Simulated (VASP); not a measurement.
Write the native input for VASP 6.6.1 that does the following.

```yaml
Task: single point
Functional: PBE
Potentials_or_basis: VASP PAW PBE potentials, release 64 (Ru_pv)
Cutoff: 520 eV
k_mesh: 18 × 18 × 18
Occupations: fermi-dirac, width 0.1 eV
Spin: no spin polarisation
Dipole_correction: no
Further_INCAR_settings: ALGO = Normal; EDIFF = 1e-07; NBANDS = 13
```

The structure of Ru lies in POSCAR:

```
Ru
1.0
    0.0000000000      1.9057962127      1.9057962127
    1.9057962127      0.0000000000      1.9057962127
    1.9057962127      1.9057962127      0.0000000000
Ru
1
Direct
    0.0000000000      0.0000000000      0.0000000000
```

These files were run (other wordings do the same):

INCAR

```
  PREC = Accurate
  ENCUT = 520
  EDIFF = 1E-7
  ISMEAR = -1
  SIGMA = 0.1
  LREAL = F
  LASPH = T
  NELM = 60
  ALGO = Normal
  ISIF = 2
  LWAVE = F
  LCHARG = F
  GGA = PE
  NBANDS = 13
```

KPOINTS

```
Automatic mesh
0
Gamma
  18 18 18
```

Potentials or basis: VASP PAW PBE potentials, release 64 (Ru_pv).

Launch:

```bash
$ cat potpaw_PBE.64/Ru_pv/POTCAR > POTCAR
$ mpirun -np 1 vasp_std > vasp.out
```

It gave:

The pressure is -0.1 GPa and the band gap on the k mesh is zero (band 7 reaches 14.59 eV, above the bottom of band 8 at 11.26 eV).

Run time: 32 s on 1 thread of Intel(R) Xeon(R) Platinum 8259CL CPU @ 2.50GHz (Skylake/Cascade Lake) (shared host), peak memory 0.15 GiB.
